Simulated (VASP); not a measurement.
Al2Pt, 3 atoms in the cell. It takes space group Fm-3m (No. 225, cubic). The conventional cell has a = 5.830 Å, b = 5.830 Å, c = 5.830 Å, α = 90.00°, β = 90.00°, γ = 90.00°. Within 3.3 Å of Al (site symmetry -43m) lie 4 Pt at 2.52 Å and 6 Al at 2.92 Å. Pt (site symmetry m-3m) has 8 Al at 2.52 Å within 3.3 Å.  This cell differs from its parent crystal: volume scaled by 0.96.

* Program: VASP 6.6.1
* Task: electric field gradients
* Functional: LDA
* Potentials or basis: VASP PAW LDA potentials, release 64 (Al, Pt)
* Cutoff: 520 eV
* k mesh: 12 × 12 × 12
* Occupations: fermi-dirac, width 0.08 eV
* Spin: no spin polarisation
* Dipole correction: no
* Further INCAR settings: ALGO = Normal; EDIFF = 1e-08; NBANDS = 15

Potentials or basis: VASP PAW LDA potentials, release 64 (Al, Pt).

Run with:

```console
$ cat potpaw_LDA.64/Al/POTCAR potpaw_LDA.64/Pt/POTCAR > POTCAR
$ mpirun -np 1 vasp_std > vasp.out
```

Hardware: 1 thread of Intel(R) Xeon(R) Platinum 8559C (Emerald Rapids), on a shared host.

Q: How long does it take, and how much memory?

A: It took 21 s on 1 thread of Intel(R) Xeon(R) Platinum 8559C (Emerald Rapids), with other jobs on the host, peak memory 0.19 GiB. Counts: scf iterations 14, k points 72.
